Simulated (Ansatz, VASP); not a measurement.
**MgO: VASP beside Ansatz**

```
Mg O
1.0
     0.00000    2.12150    2.12150
     2.12150    0.00000    2.12150
     2.12150    2.12150    0.00000
Mg O
1 1
Direct
  0.00000 0.00000 0.00000
  0.50000 0.50000 0.50000
```

Alike in both runs: task single point; functional HSE06; k mesh 6 × 6 × 6; occupations gaussian, width 0.02 eV; no spin polarisation.

|  | VASP | Ansatz |
| --- | --- | --- |
| version | VASP 6.6.1 | Ansatz 0.2.0 |
| potentials or method | VASP PAW PBE potentials, release 64 (Mg, O), cutoff 520 eV | scalar-relativistic, plane waves, PAW |
| valence electrons in the cell | 8 | 16 |

```tsv
	VASP	Ansatz	Ansatz less VASP
gap on the k mesh at the Fermi level (eV)	6.21	6.25	+0.045
least direct gap on the mesh (eV)	6.21	6.25	+0.045
pressure (GPa)	-5.0	-4.6	+0.35
```

The functional is the same, so the differences come from potentials, cutoffs and numerics. VASP's potentials hold 8 valence electrons a cell and Ansatz's 16, so a difference there can come from the potentials and not from the codes. Ansatz's warnings: stress exchange threshold loose, stress scf threshold loose.

The k mesh is coarse, so the values compare programs but aren't converged.
